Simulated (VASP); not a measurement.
# Li (Fm-3m) in VASP: further runs

Li is run at these levels: PBEsol; tasks: single point, relaxation of volume and atoms at fixed shape.

Program: VASP 6.6.1. These are calculated values, not measurements. Logs are shortened: lines on timing, memory, paths and dates and some standing lists are left out, and cuts for length are marked.

## Step 1: The cell of the first run

The structure is cubic, space group Fm-3m (No. 225). Conventional cell: a = 4.317 Å, b = 4.317 Å, c = 4.317 Å, α = 90.00°, β = 90.00°, γ = 90.00°. Li (site symmetry m-3m) has 12 Li at 3.05 Å within 4.0 Å.

This isn't the form of Li at room conditions, which is bcc.

## Step 2: Single point, PBEsol

File INCAR:

```
SYSTEM = Li
PREC     = Accurate       ! precision mode
ENCUT    = 750            ! plane-wave cutoff, eV
EDIFF    = 1E-6           ! SCF threshold, eV
ISMEAR   = -1             ! smearing method
SIGMA    = 0.05           ! smearing width, eV
LREAL    = .False.        ! projectors in reciprocal space
LASPH    = .True.         ! aspherical terms in the spheres
NELM     = 120            ! most SCF steps
ALGO     = Normal         ! electronic algorithm
ISIF     = 2              ! what is computed and relaxed
LWAVE    = .False.        ! write WAVECAR
LCHARG   = .False.        ! write CHGCAR
GGA      = PS             ! functional
NBANDS   = 8              ! bands
GGA_COMPAT= .False.
```

File KPOINTS:

```
Automatic mesh
0
Gamma
  7 7 7
  0 0 0
```

File POSCAR:

```
Li
1.0
    0.0000000000      2.1582747673      2.1582747673
    2.1582747673      0.0000000000      2.1582747673
    2.1582747673      2.1582747673      0.0000000000
Li
1
Direct
    0.0000000000      0.0000000000      0.0000000000
```

Potentials or basis: VASP PAW PBE potentials, release 64 (Li_sv).

Started as:

```console
cat potpaw_PBE.64/Li_sv/POTCAR > POTCAR
mpirun -np 1 vasp_std > vasp.out
```

OUTCAR:

```text
SYSTEM = Li
   PREC = Accurate
   ENCUT = 750
   EDIFF = 1E-6
   ISMEAR = -1
   LREAL = .False.
   LASPH = .True.
   NELM = 120
   ISIF = 2
   GGA = PS

 ion  position               nearest neighbor table
   1  0.000  0.000  0.000-

  LATTYP: Found a face centered cubic cell.
 ALAT       =     4.3165495346

  Lattice vectors:

 A1 = (   0.0000000000,   2.1582747673,   2.1582747673)
 A2 = (   2.1582747673,   0.0000000000,   2.1582747673)
 A3 = (   2.1582747673,   2.1582747673,   0.0000000000)

Analysis of symmetry for initial positions (statically):
=====================================================================
 Subroutine PRICEL returns:
 Original cell was already a primitive cell.

 Routine SETGRP: Setting up the symmetry group for a
 face centered cubic supercell.

 Subroutine GETGRP returns: Found 48 space group operations
 (whereof 48 operations were pure point group operations)
 out of a pool of 48 trial point group operations.

The static configuration has the point symmetry O_h .

Analysis of symmetry for dynamics (positions and initial velocities):
=====================================================================
 Subroutine PRICEL returns:
 Original cell was already a primitive cell.

 Routine SETGRP: Setting up the symmetry group for a
 face centered cubic supercell.

 Subroutine GETGRP returns: Found 48 space group operations
 (whereof 48 operations were pure point group operations)
 out of a pool of 48 trial point group operations.

The dynamic configuration has the point symmetry O_h .

 Subroutine INISYM returns: Found 48 space group operations
 (whereof 48 operations are pure point group operations),
 and found     1 'primitive' translations

----------------------------------------------------------------------------------------

                                     Primitive cell

  volume of cell :      20.1071

  direct lattice vectors                    reciprocal lattice vectors
     0.000000000  2.158274767  2.158274767    -0.231666518  0.231666518  0.231666518
     2.158274767  0.000000000  2.158274767     0.231666518 -0.231666518  0.231666518
     2.158274767  2.158274767  0.000000000     0.231666518  0.231666518 -0.231666518

  length of vectors
     3.052261447  3.052261447  3.052261447     0.401258179  0.401258179  0.401258179

  position of ions in fractional coordinates (direct lattice)
     0.000000000  0.000000000  0.000000000

  ion indices of the primitive-cell ions
   primitive index   ion index
                 1           1

----------------------------------------------------------------------------------------

 KPOINTS: Automatic mesh

Automatic generation of k-mesh.
 Grid dimensions read from file:
 generate k-points for:    7    7    7

 Generating k-lattice:

  Cartesian coordinates                     Fractional coordinates (reciprocal lattice)
    -0.033095217  0.033095217  0.033095217     0.142857143  0.000000000  0.000000000
     0.033095217 -0.033095217  0.033095217     0.000000000  0.142857143  0.000000000
     0.033095217  0.033095217 -0.033095217     0.000000000  0.000000000  0.142857143

  Length of vectors
     0.057322597  0.057322597  0.057322597

  Shift w.r.t. Gamma in fractional coordinates (k-lattice)
     0.000000000  0.000000000  0.000000000

 Subroutine IBZKPT returns following result:
 ===========================================

 Found     20 irreducible k-points:

 Following reciprocal coordinates:
            Coordinates               Weight
  0.000000  0.000000  0.000000      1.000000
  0.142857  0.000000  0.000000      8.000000
  0.285714  0.000000  0.000000      8.000000
  0.428571  0.000000  0.000000      8.000000
  0.142857  0.142857  0.000000      6.000000
  0.285714  0.142857  0.000000     24.000000
[... 12 lines left out ...]
 -0.428571  0.428571  0.142857     24.000000
 -0.285714  0.428571  0.142857     24.000000
   k-points           NKPTS =     20   k-points in BZ     NKDIM =     20   number of bands    NBANDS=      8
   number of dos      NEDOS =    301   number of ions     NIONS =      1
   total plane-waves  NPLWV =  21952
   dimension x,y,z NGX =    28 NGY =   28 NGZ =   28
   dimension x,y,z NGXF=    56 NGYF=   56 NGZF=   56
   ions per type =               1
   NGX,Y,Z   is equivalent  to a cutoff of  15.25, 15.25, 15.25 a.u.
   NGXF,Y,Z  is equivalent  to a cutoff of  30.50, 30.50, 30.50 a.u.
 SYSTEM =  Li
   PREC   = accura    normal or accurate (medium, high low for compatibility)
   ISTART =      0    job   : 0-new  1-cont  2-samecut
   ICHARG =      2    charge: 1-file 2-atom 10-const
   ISPIN  =      1    spin polarized calculation?
   LNONCOLLINEAR =      F non collinear calculations
   LSORBIT =      F    spin-orbit coupling
   LASPH  =      T    aspherical Exc in radial PAW
   ENCUT  =  750.0 eV  55.12 Ry    7.42 a.u.   6.82  6.82  6.82*2*pi/ulx,y,z
   NELM   =    120;   NELMIN=  2; NELMDL= -5     # of ELM steps
   EDIFF  = 0.1E-05   stopping-criterion for ELM
   LREAL  =      F    real-space projection
   EDIFFG = 0.1E-04   stopping-criterion for IOM
   NSW    =      0    number of steps for IOM
   IBRION =     -1    ionic relax: 0-MD 1-quasi-New 2-CG
   NFREE  =      0    steps in history (QN), initial steepest desc. (CG)
   ISIF   =      2    stress and relaxation
   ISYM   =      2    0-nonsym 1-usesym 2-fastsym
   POTIM  = 0.5000    time-step for ionic-motion
   TEBEG  =    0.0;   TEEND  =   0.0 temperature during run
   PSTRESS=    0.0 pullay stress
   NELECT =       3.0000    total number of electrons
   NUPDOWN=      -1.0000    fix difference up-down
   EMIN   =  10.00;   EMAX   =-10.00  energy-range for DOS
   EFERMI =   0.00;   METHOD = LEGACY
   ISMEAR =    -1;   SIGMA  =   0.05  broadening in eV -4-tet -1-fermi 0-gaus
   EFERMI_NEDOS =   21; number of points for ismear=-14 and -15
   IALGO  =     38    algorithm
   IMIX   =      4    mixing-type and parameters
     AMIX     =   0.40;   BMIX     =  1.00
     AMIX_MAG =   1.60;   BMIX_MAG =  1.00
  volume/ion in A,a.u.               =      20.11       135.69
  Fermi-wavevector in a.u.,A,eV,Ry     =   0.868291  1.640832 10.257825  0.753929
  Thomas-Fermi vector in A             =   1.986948
   LORBIT       =      0    0 simple, 1 ext, 2 COOP (PROOUT), +10 PAW based schemes
   GGA     = PS    functional components
   LHFCALC =     F    Hartree Fock is set to
   AEXX    =    0.0000 exact exchange contribution
   IVDW    =     0    specifies the selected vdW correction
   LEPSILON=     F    determine dielectric tensor
   LRPA    =     F    only Hartree local field effects (RPA)
 non-spin polarized calculation
  energy-cutoff  :      750.00
  volume of cell :       20.11
 maximum number of plane-waves:       952
   NGX = 13   NGY = 13   NGZ = 13

 number of electron       2.9999999 magnetization

 Free energy of the ion-electron system (eV)
  ---------------------------------------------------
  ext. energy  EPLUGINS =         0.00000000
  ---------------------------------------------------
  free energy    TOTEN  =        -1.98594161 eV

  energy without entropy =       -1.98328008  energy(sigma->0) =       -1.98461084

 E-fermi :   0.8642     XC(G=0):  -7.0375

 val. band max:        0.3987265824   @ k =   0.4286   0.2857   0.0000
 cond. band min:       0.9884634016   @ k =  -0.4286   0.1429   0.0000
 fundamental gap:      0.5897368192
 Fermi energy:         0.8642308323

 k-point     1 :       0.0000    0.0000    0.0000
  band No.  band energies     occupation
      1     -45.2360      2.00000
      2      -2.9289      2.00000
      3      15.1047      0.00000
      4      15.1047      0.00000
      5      15.1048      0.00000
      6      18.9594      0.00000
      7      18.9594      0.00000
      8      18.9595      0.00000

 k-point     2 :       0.1429    0.0000    0.0000
  band No.  band energies     occupation
      1     -45.2323      2.00000
      2      -2.5622      2.00000
      3      11.9892      0.00000
      4      14.4532      0.00000
      5      14.4533      0.00000
      6      18.2458      0.00000
      7      20.0588      0.00000
      8      20.0588      0.00000

 k-point     3 :       0.2857    0.0000    0.0000
  band No.  band energies     occupation
      1     -45.2239      2.00000
      2      -1.4721      2.00000
      3       7.6446      0.00000
      4      13.6945      0.00000
      5      13.6945      0.00000
      6      18.6553      0.00000
      7      18.9343      0.00000
      8      18.9343      0.00000

 k-point     4 :       0.4286    0.0000    0.0000
  band No.  band energies     occupation
      1     -45.2172      2.00000
      2       0.1561      2.00000
      3       4.2871      0.00000
      4      13.3949      0.00000
      5      13.3949      0.00000
      6      17.4966      0.00000
      7      17.4966      0.00000
      8      18.0275      0.00000

 k-point     5 :       0.1429    0.1429    0.0000
  band No.  band energies     occupation
      1     -45.2311      2.00000
      2      -2.4381      2.00000
      3      12.8779      0.00000
      4      12.8779      0.00000
      5      15.0435      0.00000
      6      15.4211      0.00000
      7      18.2099      0.00000
      8      22.0580      0.00000
[... 133 lines left out ...]
 k-point    18 :      -0.4286    0.2857    0.1429
  band No.  band energies     occupation
      1     -45.2131      2.00000
      2       1.3015      0.00032
      3       4.7131      0.00000
      4       8.7121      0.00000
      5      10.7073      0.00000
      6      16.2691      0.00000
      7      19.6121      0.00000
      8      22.0131      0.00000

 k-point    19 :      -0.4286    0.4286    0.1429
  band No.  band energies     occupation
      1     -45.2109      2.00000
      2       1.9422      0.00000
      3       6.2830      0.00000
      4       6.3482      0.00000
      5       9.5366      0.00000
      6      15.6971      0.00000
      7      16.9341      0.00000
      8      24.5377      0.00000

 k-point    20 :      -0.2857    0.4286    0.1429
  band No.  band energies     occupation
      1     -45.2103      2.00000
      2       3.4262      0.00000
      3       3.7983      0.00000
      4       6.3848      0.00000
      5       9.7254      0.00000
      6      16.6220      0.00000
      7      19.9632      0.00000
      8      22.0049      0.00000

------------------------ aborting loop because EDIFF is reached ----------------------------------------

  FORCE on cell =-STRESS in cart. coord.  units (eV):
  Direction    XX          YY          ZZ          XY          YZ          ZX
  --------------------------------------------------------------------------------------
  -------------------------------------------------------------------------------------
  Total       -0.0087619     -0.0087619     -0.0087619      0.0000000      0.0000000     -0.0000000
  in kB       -0.6981636     -0.6981636     -0.6981636      0.0000000      0.0000000     -0.0000000
  external PRESSURE =      -0.6981636 kB  Pullay stress =       0.0000000 kB

 VOLUME and BASIS-vectors are now :
 -----------------------------------------------------------------------------
  energy-cutoff  :      750.00
  volume of cell :       20.11
      direct lattice vectors                 reciprocal lattice vectors
     0.000000000  2.158274767  2.158274767    -0.231666518  0.231666518  0.231666518
     2.158274767  0.000000000  2.158274767     0.231666518 -0.231666518  0.231666518
     2.158274767  2.158274767  0.000000000     0.231666518  0.231666518 -0.231666518

 POSITION                                       TOTAL-FORCE (eV/Angst)
 -----------------------------------------------------------------------------------
      0.00000      0.00000      0.00000        -0.000000     -0.000000     -0.000000
 -----------------------------------------------------------------------------------
    total drift:                               -0.000000     -0.000000     -0.000000

  FREE ENERGIE OF THE ION-ELECTRON SYSTEM (eV)
  ---------------------------------------------------
  free  energy   TOTEN  =        -1.9859416077 eV

  energy  without entropy=       -1.9832800774  energy(sigma->0) =       -1.98461084
```

Wall time 3.2 s (1 thread of Intel Xeon Platinum 8488C (Sapphire Rapids), shared host); peak memory 0.14 GiB.

Results:

```yaml
Free_energy: -1.9859 eV
Pressure: -0.1 GPa
Band_gap_on_the_k_mesh: zero (an odd number of electrons rules out a gap without spin polarisation)
```

Levels at points of the mesh, in eV from the Fermi level:
| k point | band 1 | band 2 | band 3 | band 4 | band 5 | band 6 | band 7 |
| --- | --- | --- | --- | --- | --- | --- | --- |
| (0.00, 0.00, 0.00) | -46.10 | -3.79 | 14.24 | 14.24 | 14.24 | 18.10 | 18.10 |

Caveat: the k points lie up to 0.36 Å⁻¹ apart, too coarse for converged energies and pressures of a metal; the PAW data sets were made with another functional, which shifts forces and pressure a little.

[end of part 1 of 2]

The gap in the log of VASP goes by the Fermi energy; the results here count the filled bands.